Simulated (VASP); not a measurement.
# SiC (rocksalt type) (Fm-3m) in VASP: a series of runs

Runs on SiC (rocksalt type). Level: LDA. Tasks: single point.

All numbers are computed with VASP 6.6.1; they aren't measurements. Logs are shortened: lines on timing, memory, paths and dates and some standing lists are left out, and cuts for length are marked.

## (1) The cell of the first run

It takes space group Fm-3m (No. 225, cubic). The conventional cell has a = 3.283 Å, b = 3.283 Å, c = 3.283 Å, α = 90.00°, β = 90.00°, γ = 90.00°. Within 2.2 Å of Si (site symmetry m-3m) lie 6 C at 1.64 Å. Within 2.2 Å of C (site symmetry m-3m) lie 6 Si at 1.64 Å.

## (2) Single point, LDA (volume scaled by 0.55)

INCAR

```
PREC = Accurate
ENCUT = 520
EDIFF = 1E-6
ISMEAR = -1
SIGMA = 0.05
LREAL = False
LASPH = True
NELM = 80
ALGO = Normal
ISIF = 2
LWAVE = False
LCHARG = False
GGA = CA
NBANDS = 11
```

KPOINTS

```
regular mesh
0
Gamma
  15 15 15
```

POSCAR

```
SiC
1.0
    0.0000000000      1.6416045967      1.6416045967
    1.6416045967      0.0000000000      1.6416045967
    1.6416045967      1.6416045967      0.0000000000
Si C
1 1
Direct
    0.0000000000      0.0000000000      0.0000000000
    0.5000000000      0.5000000000      0.5000000000
```

Potentials or basis: VASP PAW LDA potentials, release 64 (Si, C).

Started as:

```console
> cat potpaw_LDA.64/Si/POTCAR potpaw_LDA.64/C/POTCAR > POTCAR
> mpirun -np 1 vasp_std > vasp.out
```

OUTCAR:

```text
PREC = Accurate
   ENCUT = 520
   EDIFF = 1E-6
   ISMEAR = -1
   LREAL = False
   LASPH = True
   NELM = 80
   ISIF = 2
   GGA = CA

 ion  position               nearest neighbor table
   1  0.000  0.000  0.000-   2 1.64   2 1.64   2 1.64   2 1.64   2 1.64   2 1.64
   2  0.500  0.500  0.500-   1 1.64   1 1.64   1 1.64   1 1.64   1 1.64   1 1.64

  LATTYP: Found a face centered cubic cell.
 ALAT       =     3.2832091934

  Lattice vectors:

 A1 = (   0.0000000000,   1.6416045967,   1.6416045967)
 A2 = (   1.6416045967,   0.0000000000,   1.6416045967)
 A3 = (   1.6416045967,   1.6416045967,   0.0000000000)

Analysis of symmetry for initial positions (statically):
=====================================================================
 Subroutine PRICEL returns:
 Original cell was already a primitive cell.

 Routine SETGRP: Setting up the symmetry group for a
 face centered cubic supercell.

 Subroutine GETGRP returns: Found 48 space group operations
[... 9 lines left out ...]

 Routine SETGRP: Setting up the symmetry group for a
 face centered cubic supercell.

 Subroutine GETGRP returns: Found 48 space group operations
[... 11 lines left out ...]
                                     Primitive cell

  volume of cell :       8.8478

  direct lattice vectors                    reciprocal lattice vectors
     0.000000000  1.641604597  1.641604597    -0.304580044  0.304580044  0.304580044
     1.641604597  0.000000000  1.641604597     0.304580044 -0.304580044  0.304580044
     1.641604597  1.641604597  0.000000000     0.304580044  0.304580044 -0.304580044

  length of vectors
     2.321579485  2.321579485  2.321579485     0.527548111  0.527548111  0.527548111

  position of ions in fractional coordinates (direct lattice)
     0.000000000  0.000000000  0.000000000
     0.500000000  0.500000000  0.500000000

  ion indices of the primitive-cell ions
   primitive index   ion index
                 1           1
                 2           2

----------------------------------------------------------------------------------------

 KPOINTS: regular mesh

Automatic generation of k-mesh.
 Grid dimensions read from file:
 generate k-points for:   15   15   15

 Generating k-lattice:

  Cartesian coordinates                     Fractional coordinates (reciprocal lattice)
    -0.020305336  0.020305336  0.020305336     0.066666667  0.000000000  0.000000000
     0.020305336 -0.020305336  0.020305336     0.000000000  0.066666667  0.000000000
     0.020305336  0.020305336 -0.020305336     0.000000000  0.000000000  0.066666667

  Length of vectors
     0.035169874  0.035169874  0.035169874

  Shift w.r.t. Gamma in fractional coordinates (k-lattice)
     0.000000000  0.000000000  0.000000000

 Subroutine IBZKPT returns following result:
 ===========================================

 Found    120 irreducible k-points:

 Following reciprocal coordinates:
            Coordinates               Weight
  0.000000  0.000000  0.000000      1.000000
  0.066667  0.000000  0.000000      8.000000
  0.133333  0.000000  0.000000      8.000000
  0.200000  0.000000  0.000000      8.000000
  0.266667  0.000000  0.000000      8.000000
  0.333333  0.000000  0.000000      8.000000
[... 16 lines left out ...]
  0.133333  0.133333  0.000000      6.000000
  0.200000  0.133333  0.000000     24.000000
 [... further k-points ...]
   k-points           NKPTS =    120   k-points in BZ     NKDIM =    120   number of bands    NBANDS=     11
   number of dos      NEDOS =    301   number of ions     NIONS =      2
   total plane-waves  NPLWV =   5832
   dimension x,y,z NGX =    18 NGY =   18 NGZ =   18
   dimension x,y,z NGXF=    36 NGYF=   36 NGZF=   36
   ions per type =               1   1
   NGX,Y,Z   is equivalent  to a cutoff of  12.89, 12.89, 12.89 a.u.
   NGXF,Y,Z  is equivalent  to a cutoff of  25.78, 25.78, 25.78 a.u.
 SYSTEM =  unknown system
   PREC   = accura    normal or accurate (medium, high low for compatibility)
   ISTART =      0    job   : 0-new  1-cont  2-samecut
   ICHARG =      2    charge: 1-file 2-atom 10-const
   ISPIN  =      1    spin polarized calculation?
   LNONCOLLINEAR =      F non collinear calculations
   LSORBIT =      F    spin-orbit coupling
   LASPH  =      T    aspherical Exc in radial PAW
   ENCUT  =  520.0 eV  38.22 Ry    6.18 a.u.   4.32  4.32  4.32*2*pi/ulx,y,z
   NELM   =     80;   NELMIN=  2; NELMDL= -5     # of ELM steps
   EDIFF  = 0.1E-05   stopping-criterion for ELM
   LREAL  =      F    real-space projection
   EDIFFG = 0.1E-04   stopping-criterion for IOM
   NSW    =      0    number of steps for IOM
   IBRION =     -1    ionic relax: 0-MD 1-quasi-New 2-CG
   NFREE  =      0    steps in history (QN), initial steepest desc. (CG)
   ISIF   =      2    stress and relaxation
   ISYM   =      2    0-nonsym 1-usesym 2-fastsym
   POTIM  = 0.5000    time-step for ionic-motion
   TEBEG  =    0.0;   TEEND  =   0.0 temperature during run
   PSTRESS=    0.0 pullay stress
   NELECT =       8.0000    total number of electrons
   NUPDOWN=      -1.0000    fix difference up-down
   EMIN   =  10.00;   EMAX   =-10.00  energy-range for DOS
   EFERMI =   0.00;   METHOD = LEGACY
   ISMEAR =    -1;   SIGMA  =   0.05  broadening in eV -4-tet -1-fermi 0-gaus
   EFERMI_NEDOS =   21; number of points for ismear=-14 and -15
   IALGO  =     38    algorithm
   IMIX   =      4    mixing-type and parameters
     AMIX     =   0.40;   BMIX     =  1.00
     AMIX_MAG =   1.60;   BMIX_MAG =  1.00
  volume/ion in A,a.u.               =       4.42        29.85
  Fermi-wavevector in a.u.,A,eV,Ry     =   1.583044  2.991519 34.096577  2.506028
  Thomas-Fermi vector in A             =   2.682875
   LORBIT       =      0    0 simple, 1 ext, 2 COOP (PROOUT), +10 PAW based schemes
   GGA     = CA    functional components
   LHFCALC =     F    Hartree Fock is set to
   AEXX    =    0.0000 exact exchange contribution
   IVDW    =     0    specifies the selected vdW correction
   LEPSILON=     F    determine dielectric tensor
   LRPA    =     F    only Hartree local field effects (RPA)
 non-spin polarized calculation
  energy-cutoff  :      520.00
  volume of cell :        8.85
 maximum number of plane-waves:       259
 NGX is ok and might be reduce to    18
   NGX =  9   NGY =  9   NGZ =  9

 number of electron       8.0000002 magnetization

 Free energy of the ion-electron system (eV)
  ---------------------------------------------------
  ext. energy  EPLUGINS =         0.00000000
  ---------------------------------------------------
  free energy    TOTEN  =        -7.77714001 eV

  energy without entropy =       -7.77631704  energy(sigma->0) =       -7.77672853

 E-fermi :  24.4442     XC(G=0): -15.8688

 val. band max:       24.3787025986   @ k =   0.0667   0.0667   0.0000
 cond. band min:      24.5017261666   @ k =   0.4667   0.4000   0.0000
 fundamental gap:      0.1230235680
 Fermi energy:        24.4442175189

 k-point     1 :       0.0000    0.0000    0.0000
  band No.  band energies     occupation
      1      -2.2922      2.00000
      2      24.7950      0.00179
      3      24.7950      0.00179
      4      24.7950      0.00179
      5      33.6023      0.00000
      6      33.6023      0.00000
      7      33.6023      0.00000
      8      41.9269      0.00000
      9      41.9492      0.00000
     10      41.9492      0.00000
     11      47.3967      0.00000

 k-point     2 :       0.0667    0.0000    0.0000
  band No.  band energies     occupation
      1      -2.1323      2.00000
      2      23.8395      1.99999
      3      24.5483      0.22190
      4      24.5483      0.22190
      5      33.5445      0.00000
      6      34.0025      0.00000
      7      34.0025      0.00000
      8      41.2571      0.00000
      9      41.2571      0.00000
     10      43.2390      0.00000
     11      47.2935      0.00000

 k-point     3 :       0.1333    0.0000    0.0000
  band No.  band energies     occupation
      1      -1.6539      2.00000
      2      21.5158      2.00000
      3      23.9413      1.99991
      4      23.9413      1.99991
      5      33.5567      0.00000
      6      34.9418      0.00000
      7      34.9418      0.00000
      8      40.1655      0.00000
      9      40.1655      0.00000
     10      45.6893      0.00000
     11      47.5967      0.00000

 k-point     4 :       0.2000    0.0000    0.0000
  band No.  band energies     occupation
      1      -0.8617      2.00000
      2      18.6399      2.00000
      3      23.2073      2.00000
      4      23.2073      2.00000
      5      33.7435      0.00000
      6      35.5983      0.00000
      7      35.5983      0.00000
      8      39.9984      0.00000
      9      39.9984      0.00000
     10      45.3050      0.00000
     11      48.5242      0.00000

 k-point     5 :       0.2667    0.0000    0.0000
  band No.  band energies     occupation
      1       0.2375      2.00000
      2      15.6627      2.00000
      3      22.5090      2.00000
      4      22.5090      2.00000
      5      34.0718      0.00000
      6      35.3093      0.00000
      7      35.3093      0.00000
      8      41.4466      0.00000
      9      41.4466      0.00000
     10      44.2279      0.00000
     11      49.0429      0.00000
[... 211 lines left out ...]
 k-point    21 :      -0.1333    0.0667    0.0000
  band No.  band energies     occupation
      1      -1.2836      2.00000
      2      20.6255      2.00000
      3      22.3660      2.00000
      4      24.1012      1.99790
      5      33.4039      0.00000
      6      34.8107      0.00000
      7      36.4488      0.00000
      8      38.6757      0.00000
      9      40.8861      0.00000
     10      46.5936      0.00000
     11      48.2474      0.00000

 k-point    22 :      -0.0667    0.0667    0.0000
  band No.  band energies     occupation
      1      -1.8663      2.00000
      2      23.0094      2.00000
      3      23.2726      2.00000
      4      24.5569      0.19010
      5      33.2269      0.00000
      6      34.0851      0.00000
      7      35.4433      0.00000
      8      39.7930      0.00000
      9      41.2479      0.00000
     10      45.0293      0.00000
     11      47.4551      0.00000

 k-point    23 :       0.1333    0.1333    0.0000
  band No.  band energies     occupation
      1      -1.4428      2.00000
      2      22.5728      2.00000
      3      22.5728      2.00000
      4      23.1652      2.00000
      5      30.2339      0.00000
      6      37.2763      0.00000
      7      37.3419      0.00000
      8      37.3419      0.00000
      9      42.8118      0.00000
     10      47.2579      0.00000
     11      47.7047      0.00000

 k-point    24 :       0.2000    0.1333    0.0000
  band No.  band energies     occupation
      1      -0.8633      2.00000
      2      20.6426      2.00000
      3      21.8007      2.00000
      4      22.6771      2.00000
      5      29.8421      0.00000
      6      36.0084      0.00000
      7      38.6839      0.00000
      8      38.6857      0.00000
      9      42.8992      0.00000
     10      47.6409      0.00000
     11      48.6571      0.00000

 [... further k-points ...]
[... 5 lines left out ...]
  --------------------------------------------------------------------------------------
  -------------------------------------------------------------------------------------
  Total       29.7082015     29.7082015     29.7082015     -0.0000000      0.0000000      0.0000000
  in kB     5379.6159121   5379.6159121   5379.6159121     -0.0000000      0.0000000      0.0000000
  external PRESSURE =    5379.6159121 kB  Pullay stress =       0.0000000 kB

 VOLUME and BASIS-vectors are now :
 -----------------------------------------------------------------------------
  energy-cutoff  :      520.00
  volume of cell :        8.85
      direct lattice vectors                 reciprocal lattice vectors
     0.000000000  1.641604597  1.641604597    -0.304580044  0.304580044  0.304580044
     1.641604597  0.000000000  1.641604597     0.304580044 -0.304580044  0.304580044
     1.641604597  1.641604597  0.000000000     0.304580044  0.304580044 -0.304580044

 POSITION                                       TOTAL-FORCE (eV/Angst)
 -----------------------------------------------------------------------------------
      0.00000      0.00000      0.00000        -0.000000     -0.000000      0.000000
      1.64160      1.64160      1.64160         0.000000      0.000000     -0.000000
 -----------------------------------------------------------------------------------
    total drift:                               -0.000000     -0.000000     -0.000000

  FREE ENERGIE OF THE ION-ELECTRON SYSTEM (eV)
  ---------------------------------------------------
  free  energy   TOTEN  =        -7.7771400078 eV

  energy  without entropy=       -7.7763170441  energy(sigma->0) =       -7.77672853
```

Run time: 13 s. Hardware: 1 thread of AMD EPYC 7R43 (Zen 3), shared host; peak memory 0.08 GiB.

Results:

```yaml
Free_energy: -7.7771 eV
Pressure: 538.0 GPa
Band_gap_on_the_k_mesh: zero (band 4 reaches 24.80 eV, above the bottom of band 5 at 23.47 eV)
```

(Continued in part 2 of 2.)
